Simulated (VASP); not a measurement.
Hf, 2 atoms in the cell. Symmetry: P6_3/mmc, No. 194, hexagonal system. The conventional cell has a = 3.205 Å, b = 3.205 Å, c = 5.074 Å, α = 90.00°, β = 90.00°, γ = 120.00°. Within 4.1 Å of Hf (site symmetry -6m2) lie 12 Hf at 3.14 to 3.20 Å. 

```yaml
Program: VASP 6.6.1
Task: single point
Functional: PBE
Potentials_or_basis: VASP PAW PBE potentials, release 64 (Hf_pv)
Cutoff: 520 eV
k_mesh: 11 × 11 × 6
Occupations: methfessel-paxton, width 0.6 eV
Spin: no spin polarisation
Dipole_correction: no
Further_INCAR_settings: ALGO = Normal; EDIFF = 1e-07; NBANDS = 17
```

Potentials or basis: VASP PAW PBE potentials, release 64 (Hf_pv).

Run with:

```sh
$ cat potpaw_PBE.64/Hf_pv/POTCAR > POTCAR
$ mpirun -np 1 vasp_std > vasp.out
```

Hardware: 1 thread of Intel Xeon 8259CL, on a shared host.

Problem. How long does it take, and how much memory?

Solution. Wall time 47 s on 1 thread of Intel Xeon 8259CL (shared host), peak memory 0.18 GiB. Counts: scf iterations 13, k points 64.
